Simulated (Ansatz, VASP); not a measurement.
## One calculation of CsSnI3, two programs

Contents of POSCAR:

```
CsSnI3
1.0
    6.2414907695      0.0000000000      0.0000000000
    0.0000000000      6.2414907695      0.0000000000
    0.0000000000      0.0000000000      6.2414907695
Cs Sn I
1 1 3
Direct
    0.0000000000      0.0000000000      0.0000000000
    0.5000000000      0.5000000000      0.5000000000
    0.5000000000      0.5000000000      0.0000000000
    0.5000000000      0.0000000000      0.5000000000
    0.0000000000      0.5000000000      0.5000000000
```

Contents of INCAR.step1:

```
SYSTEM = CsSnI3
ALGO = Normal
EDIFF = 1E-4
ENCUT = 520
GGA = PE
ISMEAR = 0
LASPH = .True.
LCHARG = .False.
LREAL = .False.
LWAVE = .True.
NBANDS = 30
NELM = 80
PREC = Accurate
SIGMA = 0.01
```

The input INCAR.step2:

```
SYSTEM = CsSnI3
ALGO = Normal
EDIFF = 1E-6
ENCUT = 520
ISIF = 2
ISMEAR = 0
ISTART = 1
LASPH = .True.
LCHARG = .False.
LMIXTAU = .True.
LREAL = .False.
LWAVE = .False.
METAGGA = R2SCAN
NBANDS = 30
NELM = 80
PREC = Accurate
SIGMA = 0.01
```

Contents of KPOINTS:

```
k-points
0
Gamma
  4 4 4
  0 0 0
```

Input for Ansatz:

```yaml
crystal:
  lattice:
    - [6.2414907695, 0.0, 0.0]
    - [0.0, 6.2414907695, 0.0]
    - [0.0, 0.0, 6.2414907695]
  atoms:
    - { symbol: Cs, position: [0.0, 0.0, 0.0] }
    - { symbol: Sn, position: [0.5, 0.5, 0.5] }
    - { symbol: I, position: [0.5, 0.5, 0.0] }
    - { symbol: I, position: [0.5, 0.0, 0.5] }
    - { symbol: I, position: [0.0, 0.5, 0.5] }
kpoints:
  mp_grid: { grid: [4, 4, 4] }
  band_path:
    path: [[0.0, 0.0, 0.0], [0.0, 0.5, 0.0], [0.5, 0.5, 0.0], [0.5, 0.5, 0.5]]
    npoints: 1
hamiltonian:
  xc: r2scan
scf:
  occupations: { method: fixed }
  n_extra_bands: 5
output:
  forces: true
  stress: true
  eigenvalues: true
```

Alike in both runs: task single point; functional r2SCAN; k mesh 4 × 4 × 4; no spin polarisation.

|  | VASP | Ansatz |
| --- | --- | --- |
| version | VASP 6.6.1 | Ansatz 0.2.0 |
| potentials or method | VASP PAW PBE potentials, release 64 (Cs_sv, Sn_d, I) | plane waves, PAW |
| plane-wave cutoff (eV) | 520 | 500 |
| occupations | gaussian, width 0.01 eV | fixed |
| valence electrons in the cell | 44 | 74 |

```csv
,VASP,Ansatz,Ansatz less VASP
gap on the k mesh at the Fermi level (eV),0.50,0.50,+0.001
pressure (GPa),0.0,0.0,+0.01
```

VASP's potentials were made for PBE, not for r2SCAN. VASP's potentials hold 44 valence electrons a cell and Ansatz's 74, so a difference there can come from the potentials and not from the codes.

Neither program's run includes spin-orbit coupling.
